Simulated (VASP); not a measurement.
Here is a VASP 6.6.1 calculation.

File POSCAR:

```
SnO
1.0
    3.7406666942      0.0000000000      0.0000000000
    0.0000000000      3.7406666942      0.0000000000
    0.0000000000      0.0000000000      4.9958856759
Sn O
2 2
Direct
    0.0000000000      0.5000000000      0.2385000000
    0.5000000000      0.0000000000      0.7615000000
    0.0000000000      0.0000000000      0.0000000000
    0.5000000000      0.5000000000      0.0000000000
```

File INCAR.step1:

```
SYSTEM = SnO
  PREC = Accurate
  ENCUT = 520
  ISMEAR = 0
  SIGMA = 0.03
  LREAL = .FALSE.
  LASPH = .TRUE.
  NELM = 80
  NBANDS = 28
  GGA = PE
  ALGO = Normal
  EDIFF = 1E-4
  LWAVE = .TRUE.
  LCHARG = .FALSE.
```

Contents of INCAR.step2:

```
SYSTEM = SnO
  PREC = Accurate
  ENCUT = 520
  EDIFF = 1E-7
  ISMEAR = 0
  SIGMA = 0.03
  LREAL = .FALSE.
  LASPH = .TRUE.
  NELM = 80
  ALGO = Normal
  ISIF = 2
  LWAVE = .FALSE.
  LCHARG = .TRUE.
  METAGGA = R2SCAN
  LMIXTAU = .TRUE.
  LELF = .TRUE.
  LVHAR = .TRUE.
  NBANDS = 28
  ISTART = 1
```

KPOINTS

```
Automatic mesh
0
G
  10 10 8
  0 0 0
```

Potentials or basis: VASP PAW PBE potentials, release 64 (Sn_d, O).

Launch:

```console
$ cat potpaw_PBE.64/Sn_d/POTCAR potpaw_PBE.64/O/POTCAR > POTCAR
$ cp INCAR.step1 INCAR
$ mpirun -np 1 vasp_std > vasp.out
$ cp INCAR.step2 INCAR
$ mpirun -np 1 vasp_std > vasp.out
```

Q: Predict the pressure.

A: 1.4 GPa.

Q: Estimate the band gap on the k mesh.

A: Zero (bands 20 and 21 overlap by 0.06 eV).

Q: Estimate the largest force.

A: 0.316 eV/Å.

Stress tensor (GPa, compression positive):
```
 2.93  0.00  0.00
 0.00  2.93  0.00
 0.00  0.00 -1.55
```

Caveat: semilocal functionals underestimate gaps, and a narrow one can read as zero; the PAW data sets were made with another functional, which shifts forces and pressure a little; spin-orbit coupling is left out, which moves the levels of the heavy elements.
